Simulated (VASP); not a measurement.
Set up this calculation in VASP 6.6.1, as the native input.

* Task: single point
* Functional: revPBE
* Potentials or basis: VASP PAW PBE potentials, release 64 (In_d, Sb)
* Cutoff: 520 eV
* k mesh: 6 × 6 × 6
* Occupations: gaussian, width 0.05 eV
* Spin: no spin polarisation
* Dipole correction: no
* Further INCAR settings: ALGO = Normal; EDIFF = 1e-06; NBANDS = 16

The structure of InSb lies in POSCAR:

```
InSb
1.0
    0.0000000000      3.3704691307      3.3704691307
    3.3704691307      0.0000000000      3.3704691307
    3.3704691307      3.3704691307      0.0000000000
In Sb
1 1
Direct
    0.0000000000      0.0000000000      0.0000000000
    0.7500000000      0.7500000000      0.7500000000
```

This cell differs from its parent crystal: volume scaled by 1.02.

These files were run (other wordings do the same):

INCAR

```
SYSTEM = InSb
PREC     = Accurate       ! precision mode
ENCUT    = 520            ! plane-wave cutoff, eV
EDIFF    = 1E-6           ! SCF threshold, eV
ISMEAR   = 0              ! smearing method
SIGMA    = 0.05           ! smearing width, eV
LREAL    = .FALSE.        ! projectors in reciprocal space
LASPH    = .TRUE.         ! aspherical terms in the spheres
NELM     = 60             ! most SCF steps
ALGO     = Normal         ! electronic algorithm
ISIF     = 2              ! what is computed and relaxed
LWAVE    = .FALSE.        ! write WAVECAR
LCHARG   = .FALSE.        ! write CHGCAR
GGA      = RE             ! functional
NBANDS   = 16             ! bands
```

KPOINTS

```
regular mesh
0
G
  6 6 6
  0 0 0
```

Potentials or basis: VASP PAW PBE potentials, release 64 (In_d, Sb).

Launch:

```sh
$ cat potpaw_PBE.64/In_d/POTCAR potpaw_PBE.64/Sb/POTCAR > POTCAR
$ mpirun -np 1 vasp_std > vasp.out
```

Results of the run:

```yaml
Pressure: -0.6 GPa
Band_gap_on_the_k_mesh: zero (filled and empty bands touch)
```

Caveat: the PAW data sets were made with another functional, which shifts forces and pressure a little; spin-orbit coupling is left out, which moves the levels of the heavy elements.

Wall time 38 s on 1 thread of AMD EPYC 7R13 Processor (Zen 3), on a shared host, peak memory 0.18 GiB.
